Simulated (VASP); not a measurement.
**YW3: single point with PBE**

The system is YW3.

```
Y W
1.0
     4.18054    0.00000    0.00000
     0.00000    4.18054    0.00000
     0.00000    0.00000    4.18054
Y W
1 3
Direct
  0.00000 0.00000 0.00000
  0.00000 0.50000 0.50000
  0.50000 0.00000 0.50000
  0.50000 0.50000 0.00000
```

* Program: VASP 6.6.1
* Task: single point
* Functional: PBE
* Potentials or basis: VASP PAW PBE potentials, release 64 (Y_sv, W_sv)
* Cutoff: 520 eV
* k mesh: 4 × 4 × 4
* Occupations: gaussian, width 0.1 eV
* Spin: no spin polarisation

The pressure is 4.3 GPa and the band gap on the k mesh is zero (an odd number of electrons rules out a gap without spin polarisation).

Levels at points of the mesh, in eV from the Fermi level:
```tsv
k point	band 23	band 24	band 25	band 26	band 27	band 28	band 29	band 30
(0.00, 0.00, 0.00)	-3.73	0.00	0.00	0.00	2.61	2.61	3.26	3.26
(0.50, 0.00, 0.00)	-1.51	-1.51	-1.38	-1.38	-0.14	0.28	0.82	1.32
(0.50, 0.50, 0.00)	-1.54	-1.34	-1.34	-1.19	-1.15	-0.35	0.55	0.71
(0.50, 0.50, 0.50)	-0.87	-0.16	-0.16	-0.16	0.16	0.51	0.51	1.51
```

It took 40 s on 1 thread of Oxide Virtual Turin-like Processor, on a shared host, peak memory 0.15 GiB.

Caveat: the k points lie up to 0.38 Å⁻¹ apart, too coarse for converged energies and pressures of a metal; spin-orbit coupling is left out, which moves the levels of the heavy elements.
